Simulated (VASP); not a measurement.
A run of VASP 6.6.1 is set up as follows.

INCAR

```
PREC     = Accurate       # precision mode
ENCUT    = 520            # plane-wave cutoff, eV
EDIFF    = 1E-6           # SCF threshold, eV
ISMEAR   = -1             # smearing method
SIGMA    = 0.06122561905347299 # smearing width, eV
LREAL    = F              # projectors in reciprocal space
LASPH    = T              # aspherical terms in the spheres
NELM     = 80             # most SCF steps
ALGO     = Normal         # electronic algorithm
ISIF     = 2              # what is computed and relaxed
LWAVE    = F              # write WAVECAR
LCHARG   = F              # write CHGCAR
GGA      = PE             # functional
NBANDS   = 12             # bands
```

The input KPOINTS:

```
regular mesh
0
Gamma
  21 21 21
```

File POSCAR:

```
Cd
1.0
    0.0000000000      2.2063168019      2.2063168019
    2.2063168019      0.0000000000      2.2063168019
    2.2063168019      2.2063168019      0.0000000000
Cd
1
Direct
    0.0000000000      0.0000000000      0.0000000000
```

Potentials or basis: VASP PAW PBE potentials, release 64 (Cd).

The run is started by

```bash
$ cat potpaw_PBE.64/Cd/POTCAR > POTCAR
$ mpirun -np 1 vasp_std > vasp.out
```

Predict the pressure.

3.4 GPa.

Predict the band gap on the k mesh.

zero (bands 6 and 7 overlap by 2.64 eV).

Caveat: the cell stands under pressure.
